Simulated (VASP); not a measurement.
# B (I4_1/amd) in VASP: notebook

The runs below take B through single point, relaxation of cell and atoms, with PBE.

Program: VASP 6.6.1. These are calculated values, not measurements. Logs are shortened: lines on timing, memory, paths and dates and some standing lists are left out, and cuts for length are marked.

## (1) The cell of the first run

It takes space group I4_1/amd (No. 141, tetragonal). Conventional cell: a = 3.894 Å, b = 3.894 Å, c = 1.571 Å, α = 90.00°, β = 90.00°, γ = 90.00°. Within 2.1 Å of B (site symmetry -4m2) lie 6 B at 1.57 to 1.99 Å.

## (2) Single point, PBE

INCAR

```
SYSTEM = B
ALGO = Normal
EDIFF = 1E-6
ENCUT = 520
GGA = PE
ISIF = 2
ISMEAR = -1
LASPH = .True.
LCHARG = .True.
LELF = .True.
LREAL = .False.
LVHAR = .True.
LWAVE = .False.
NBANDS = 10
NELM = 100
PREC = Accurate
SIGMA = 0.1
```

KPOINTS

```
k-points
0
Gamma
  22 22 22
  0 0 0
```

POSCAR

```
B
1.0
   -1.9470157260      1.9470157260      0.7855272477
    1.9470157260     -1.9470157260      0.7855272477
    1.9470157260      1.9470157260     -0.7855272477
B
2
Direct
   -0.3750000000     -0.1250000000     -0.2500000000
    0.3750000000      0.1250000000      0.2500000000
```

Potentials or basis: VASP PAW PBE potentials, release 64 (B).

Run with:

```console
cat potpaw_PBE.64/B/POTCAR > POTCAR
mpirun -np 1 vasp_std > vasp.out
```

OUTCAR:

```text
SYSTEM = B
   EDIFF = 1E-6
   ENCUT = 520
   GGA = PE
   ISIF = 2
   ISMEAR = -1
   LASPH = .True.
   LREAL = .False.
   NELM = 100
   PREC = Accurate

 ion  position               nearest neighbor table
   1  0.625  0.875  0.750-   2 1.99   2 1.99   2 1.99   2 1.99
   2  0.375  0.125  0.250-   1 1.99   1 1.99   1 1.99   1 1.99

  LATTYP: Found a body centered tetragonal cell.
 ALAT       =     3.8940314520
 C/A-ratio  =     0.4034519276

  Lattice vectors:

 A1 = (  -1.9470157260,   1.9470157260,   0.7855272477)
 A2 = (   1.9470157260,  -1.9470157260,   0.7855272477)
 A3 = (   1.9470157260,   1.9470157260,  -0.7855272477)

Analysis of symmetry for initial positions (statically):
=====================================================================
 Subroutine PRICEL returns:
 Original cell was already a primitive cell.

 Routine SETGRP: Setting up the symmetry group for a
 body centered tetragonal supercell.

 Subroutine GETGRP returns: Found 16 space group operations
 (whereof  4 operations were pure point group operations)
 out of a pool of 16 trial point group operations.

The static configuration has the point symmetry C_2h.
 The point group associated with its full space group is D_4h.

Analysis of symmetry for dynamics (positions and initial velocities):
=====================================================================
 Subroutine PRICEL returns:
 Original cell was already a primitive cell.

 Routine SETGRP: Setting up the symmetry group for a
 body centered tetragonal supercell.

 Subroutine GETGRP returns: Found 16 space group operations
 (whereof  4 operations were pure point group operations)
 out of a pool of 16 trial point group operations.

The dynamic configuration has the point symmetry C_2h.
 The point group associated with its full space group is D_4h.

 Subroutine INISYM returns: Found 16 space group operations
 (whereof  4 operations are pure point group operations),
 and found     1 'primitive' translations

----------------------------------------------------------------------------------------

                                     Primitive cell

  volume of cell :      11.9113

  direct lattice vectors                    reciprocal lattice vectors
    -1.947015726  1.947015726  0.785527248     0.000000000  0.256803267  0.636515158
     1.947015726 -1.947015726  0.785527248     0.256803267  0.000000000  0.636515158
     1.947015726  1.947015726 -0.785527248     0.256803267  0.256803267  0.000000000

  length of vectors
     2.863353546  2.863353546  2.863353546     0.686366858  0.686366858  0.363174664

  position of ions in fractional coordinates (direct lattice)
     0.625000000  0.875000000  0.750000000
     0.375000000  0.125000000  0.250000000

  ion indices of the primitive-cell ions
   primitive index   ion index
                 1           1
                 2           2

----------------------------------------------------------------------------------------

 KPOINTS: k-points

Automatic generation of k-mesh.
 Grid dimensions read from file:
 generate k-points for:   22   22   22

 Generating k-lattice:

  Cartesian coordinates                     Fractional coordinates (reciprocal lattice)
     0.000000000  0.011672876  0.028932507     0.045454545  0.000000000  0.000000000
     0.011672876  0.000000000  0.028932507     0.000000000  0.045454545  0.000000000
     0.011672876  0.011672876  0.000000000     0.000000000  0.000000000  0.045454545

  Length of vectors
     0.031198494  0.031198494  0.016507939

  Shift w.r.t. Gamma in fractional coordinates (k-lattice)
     0.000000000  0.000000000  0.000000000

 Subroutine IBZKPT returns following result:
 ===========================================

 Found    834 irreducible k-points:

 Following reciprocal coordinates:
            Coordinates               Weight
  0.000000  0.000000  0.000000      1.000000
  0.045455 -0.000000  0.000000      8.000000
  0.090909 -0.000000  0.000000      8.000000
  0.136364  0.000000 -0.000000      8.000000
  0.181818 -0.000000  0.000000      8.000000
  0.227273 -0.000000  0.000000      8.000000
[... 16 lines left out ...]
  0.500000  0.045455  0.000000     16.000000
 -0.454545  0.045455  0.000000     16.000000
 [... further k-points ...]
   k-points           NKPTS =    834   k-points in BZ     NKDIM =    834   number of bands    NBANDS=     10
   number of dos      NEDOS =    301   number of ions     NIONS =      2
   total plane-waves  NPLWV =  13824
   dimension x,y,z NGX =    24 NGY =   24 NGZ =   24
   dimension x,y,z NGXF=    48 NGYF=   48 NGZF=   48
   ions per type =               2
   NGX,Y,Z   is equivalent  to a cutoff of  13.93, 13.93, 13.93 a.u.
   NGXF,Y,Z  is equivalent  to a cutoff of  27.87, 27.87, 27.87 a.u.
 SYSTEM =  B
   PREC   = accura    normal or accurate (medium, high low for compatibility)
   ISTART =      0    job   : 0-new  1-cont  2-samecut
   ICHARG =      2    charge: 1-file 2-atom 10-const
   ISPIN  =      1    spin polarized calculation?
   LNONCOLLINEAR =      F non collinear calculations
   LSORBIT =      F    spin-orbit coupling
   LASPH  =      T    aspherical Exc in radial PAW
   ENCUT  =  520.0 eV  38.22 Ry    6.18 a.u.   5.32  5.32  5.32*2*pi/ulx,y,z
   NELM   =    100;   NELMIN=  2; NELMDL= -5     # of ELM steps
   EDIFF  = 0.1E-05   stopping-criterion for ELM
   LREAL  =      F    real-space projection
   EDIFFG = 0.1E-04   stopping-criterion for IOM
   NSW    =      0    number of steps for IOM
   IBRION =     -1    ionic relax: 0-MD 1-quasi-New 2-CG
   NFREE  =      0    steps in history (QN), initial steepest desc. (CG)
   ISIF   =      2    stress and relaxation
   ISYM   =      2    0-nonsym 1-usesym 2-fastsym
   POTIM  = 0.5000    time-step for ionic-motion
   TEBEG  =    0.0;   TEEND  =   0.0 temperature during run
   PSTRESS=    0.0 pullay stress
   NELECT =       6.0000    total number of electrons
   NUPDOWN=      -1.0000    fix difference up-down
   EMIN   =  10.00;   EMAX   =-10.00  energy-range for DOS
   EFERMI =   0.00;   METHOD = LEGACY
   ISMEAR =    -1;   SIGMA  =   0.10  broadening in eV -4-tet -1-fermi 0-gaus
   EFERMI_NEDOS =   21; number of points for ismear=-14 and -15
   IALGO  =     38    algorithm
   IMIX   =      4    mixing-type and parameters
     AMIX     =   0.40;   BMIX     =  1.00
     AMIX_MAG =   1.60;   BMIX_MAG =  1.00
  volume/ion in A,a.u.               =       5.96        40.19
  Fermi-wavevector in a.u.,A,eV,Ry     =   1.302582  2.461524 23.085288  1.696721
  Thomas-Fermi vector in A             =   2.433641
   LORBIT       =      0    0 simple, 1 ext, 2 COOP (PROOUT), +10 PAW based schemes
   GGA     = PE    functional components
   LHFCALC =     F    Hartree Fock is set to
   AEXX    =    0.0000 exact exchange contribution
   IVDW    =     0    specifies the selected vdW correction
   LEPSILON=     F    determine dielectric tensor
   LRPA    =     F    only Hartree local field effects (RPA)
 non-spin polarized calculation
  energy-cutoff  :      520.00
  volume of cell :       11.91
 maximum number of plane-waves:       335
 NGX is ok and might be reduce to    24
   NGX = 11   NGY = 11   NGZ = 11

 number of electron       6.0000000 magnetization

 Free energy of the ion-electron system (eV)
  ---------------------------------------------------
  ext. energy  EPLUGINS =         0.00000000
  ---------------------------------------------------
  free energy    TOTEN  =       -11.08326150 eV

  energy without entropy =      -11.07258141  energy(sigma->0) =      -11.07792145

 E-fermi :   9.6640     XC(G=0): -12.7910

 val. band max:        9.6602163744   @ k =  -0.3182  -0.4545   0.0455
 cond. band min:       9.6764662028   @ k =  -0.3182  -0.3636   0.0455
 fundamental gap:      0.0162498284
 Fermi energy:         9.6640168165

 k-point     1 :       0.0000    0.0000    0.0000
  band No.  band energies     occupation
      1      -8.7017      2.00000
      2       4.2466      2.00000
      3       4.2466      2.00000
      4       9.4013      1.86522
      5      14.5723      0.00000
      6      18.4864      0.00000
      7      18.4864      0.00000
      8      28.9804      0.00000
      9      33.3544      0.00000
     10      36.3449      0.00000

 k-point     2 :       0.0455   -0.0000    0.0000
  band No.  band energies     occupation
      1      -8.5903      2.00000
      2       4.3071      2.00000
      3       4.3075      2.00000
      4       9.4690      1.75103
      5      14.7951      0.00000
      6      18.4196      0.00000
      7      18.6020      0.00000
      8      29.2518      0.00000
      9      32.2150      0.00000
     10      35.8863      0.00000

 k-point     3 :       0.0909   -0.0000    0.0000
  band No.  band energies     occupation
      1      -8.2569      2.00000
      2       4.4790      2.00000
      3       4.4954      2.00000
      4       9.6807      0.91701
      5      15.4562      0.00000
      6      18.2416      0.00000
      7      18.9456      0.00000
      8      29.8287      0.00000
      9      30.3600      0.00000
     10      34.6064      0.00000

 k-point     4 :       0.1364    0.0000   -0.0000
  band No.  band energies     occupation
      1      -7.7033      2.00000
      2       4.7299      2.00000
      3       4.8287      2.00000
      4      10.0586      0.03793
      5      16.5348      0.00000
      6      17.9976      0.00000
      7      19.5043      0.00000
      8      27.8348      0.00000
      9      31.3043      0.00000
     10      32.8574      0.00000
[... 222 lines left out ...]
 k-point    22 :       0.4545    0.0455    0.0000
  band No.  band energies     occupation
      1       1.8462      2.00000
      2       4.8251      2.00000
      3      10.6139      0.00015
      4      12.5981      0.00000
      5      15.1174      0.00000
      6      18.1273      0.00000
      7      22.3091      0.00000
      8      22.7679      0.00000
      9      28.6867      0.00000
     10      30.8400      0.00000

 k-point    23 :       0.5000    0.0455    0.0000
  band No.  band energies     occupation
      1       1.3475      2.00000
      2       4.9534      2.00000
      3      10.8671      0.00001
      4      11.7795      0.00000
      5      15.0474      0.00000
      6      19.0774      0.00000
      7      21.5280      0.00000
      8      23.4660      0.00000
      9      29.0904      0.00000
     10      30.6138      0.00000

 k-point    24 :      -0.4545    0.0455    0.0000
  band No.  band energies     occupation
      1      -0.0516      2.00000
      2       5.2607      2.00000
      3      10.3766      0.00161
      4      11.9348      0.00000
      5      15.0227      0.00000
      6      20.5047      0.00000
      7      20.7252      0.00000
      8      24.1651      0.00000
      9      29.1981      0.00000
     10      30.2540      0.00000

 [... further k-points ...]
[... 5 lines left out ...]
  --------------------------------------------------------------------------------------
  -------------------------------------------------------------------------------------
  Total        3.1214714      3.1214714      3.1244151      0.0000000     -0.0000000     -0.0000000
  in kB      419.8651040    419.8651040    420.2610566      0.0000000     -0.0000000     -0.0000000
  external PRESSURE =     419.9970882 kB  Pullay stress =       0.0000000 kB

 VOLUME and BASIS-vectors are now :
 -----------------------------------------------------------------------------
  energy-cutoff  :      520.00
  volume of cell :       11.91
      direct lattice vectors                 reciprocal lattice vectors
    -1.947015726  1.947015726  0.785527248     0.000000000  0.256803267  0.636515158
     1.947015726 -1.947015726  0.785527248     0.256803267  0.000000000  0.636515158
     1.947015726  1.947015726 -0.785527248     0.256803267  0.256803267  0.000000000

 POSITION                                       TOTAL-FORCE (eV/Angst)
 -----------------------------------------------------------------------------------
      1.94702      0.97351      0.58915        -0.000000     -0.000000      0.000000
      0.00000      0.97351      0.19638         0.000000      0.000000     -0.000000
 -----------------------------------------------------------------------------------
    total drift:                               -0.000000      0.000000      0.000000

  FREE ENERGIE OF THE ION-ELECTRON SYSTEM (eV)
  ---------------------------------------------------
  free  energy   TOTEN  =       -11.0832614981 eV

  energy  without entropy=      -11.0725814060  energy(sigma->0) =      -11.07792145
```

Wall time 30 s (1 thread of Intel Xeon 6975P-C (Granite Rapids), shared host); peak memory 0.2 GiB.

Results:

```yaml
Free_energy: -11.0833 eV
Pressure: 42.0 GPa
Band_gap_on_the_k_mesh: zero (band 3 reaches 13.27 eV, above the bottom of band 4 at -0.07 eV)
```

Levels at points of the mesh, in eV from the Fermi level:
```tsv
k point	band 1	band 2	band 3	band 4	band 5	band 6
(0.00, 0.00, 0.00)	-18.37	-5.42	-5.42	-0.26	4.91	8.82
(0.50, 0.00, 0.00)	-7.82	-4.85	0.95	3.00	5.42	8.36
(0.50, 0.50, 0.00)	-14.42	-14.42	-0.87	-0.87	3.94	3.94
(0.50, 0.50, 0.50)	-11.06	-11.06	-9.74	-9.74	12.30	12.30
```

## (3) Relaxation of cell and atoms, PBE, target pressure 42 GPa, at which the enthalpy is minimised

This run uses another cell than the first one, of 5.33 Å³/atom, 0.895 times its volume.

INCAR

```
PREC = Accurate
ENCUT = 600
EDIFF = 1E-7
ISMEAR = -1
SIGMA = 0.1
LREAL = F
LASPH = T
NELM = 60
ALGO = Normal
ISIF = 3
LWAVE = F
LCHARG = F
GGA = PE
IBRION = 2
NSW = 60
EDIFFG = -0.005
PSTRESS = 420.0
```

KPOINTS

```
regular mesh
0
Gamma
  22 22 22
```

POSCAR

```
B
1.0
   -1.6919024386      1.6919024386      0.9305463412
    1.6919024386     -1.6919024386      0.9305463412
    1.6919024386      1.6919024386     -0.9305463412
B
2
Direct
   -0.3750000000     -0.1250000000     -0.2500000000
    0.3750000000      0.1250000000      0.2500000000
```

Potentials or basis: VASP PAW PBE potentials, release 64 (B).

Run with:

```console
cat potpaw_PBE.64/B/POTCAR > POTCAR
mpirun -np 1 vasp_std > vasp.out
```

Run time: 3.2 min. Hardware: 1 thread of Intel Xeon 6975P-C (Granite Rapids), shared host; peak memory 0.18 GiB.

It converged, with:

```yaml
Free_energy: -11.0829 eV
Relaxed_volume: 5.95 Å³/atom
Relaxed_cell: a = 2.863 Å, b = 2.863 Å, c = 2.863 Å, α = 94.32°, β = 94.32°, γ = 148.15°
Space_group_after_relaxing_to_0.05_Å: I4_1/amd (No. 141)
Energy_change_on_relaxing_the_enthalpy_is_what_falls: -489.2 meV/atom
Ionic_steps: 14
Pressure_after_relaxing: 42.0 GPa
Band_gap_on_the_k_mesh: zero (band 3 reaches 13.27 eV, above the bottom of band 4 at -0.07 eV)
```

Stress tensor (GPa, compression positive):
```
42.10  0.00  0.00
 0.00 42.10  0.00
 0.00  0.00 41.93
```

The path:
| step | energy change (eV) | largest force (eV/Å) | pressure (GPa) | volume (Å³) |
| --- | --- | --- | --- | --- |
| 1 | 0.0000 | 0.0000 | 76.45 | 10.65 |
| 2 | -0.7288 | 0.0000 | 14.07 | 12.48 |
| 3 | -0.6503 | 0.0000 | 22.31 | 12.15 |
| 4 | -0.9015 | 0.0000 | 31.63 | 11.88 |
| 5 | -0.9230 | 0.0000 | 39.89 | 11.75 |
| 6 | -0.6000 | 0.0000 | 82.40 | 11.44 |
| 7 | -0.9225 | 0.0000 | 42.50 | 11.73 |
| 8 | -0.8876 | 0.0000 | 54.15 | 11.63 |
| 9 | -0.9192 | 0.0000 | 45.44 | 11.70 |
| 10 | -0.9155 | 0.0000 | 47.16 | 11.68 |
| 11 | -0.9964 | 0.0000 | 43.53 | 11.99 |
| 12 | -0.9563 | 0.0000 | 45.29 | 11.83 |
| 13 | -1.0120 | 0.0000 | 36.44 | 12.05 |
| 14 | -0.9784 | 0.0000 | 42.04 | 11.91 |

Final structure:
```
B
1.0
    -1.94673    1.94673    0.78562
     1.94673   -1.94673    0.78562
     1.94673    1.94673   -0.78562
B
2
Cartesian
  1.9467 0.9734 0.5892
  0.0000 0.9734 0.1964
```

Levels at points of the mesh, in eV from the Fermi level:
| k point | band 1 | band 2 | band 3 | band 4 | band 5 | band 6 | band 7 |
| --- | --- | --- | --- | --- | --- | --- | --- |
| (0.00, 0.00, 0.00) | -18.37 | -5.42 | -5.42 | -0.26 | 4.91 | 8.83 | 8.83 |
| (0.50, 0.00, 0.00) | -7.82 | -4.85 | 0.95 | 2.99 | 5.41 | 8.36 | 12.72 |
| (0.50, 0.50, 0.00) | -14.42 | -14.42 | -0.86 | -0.86 | 3.95 | 3.95 | 20.59 |
| (0.50, 0.50, 0.50) | -11.06 | -11.06 | -9.73 | -9.73 | 12.31 | 12.31 | 25.83 |

Caveat: the cell is relaxed towards a set pressure, so the enthalpy falls and the energy may rise.
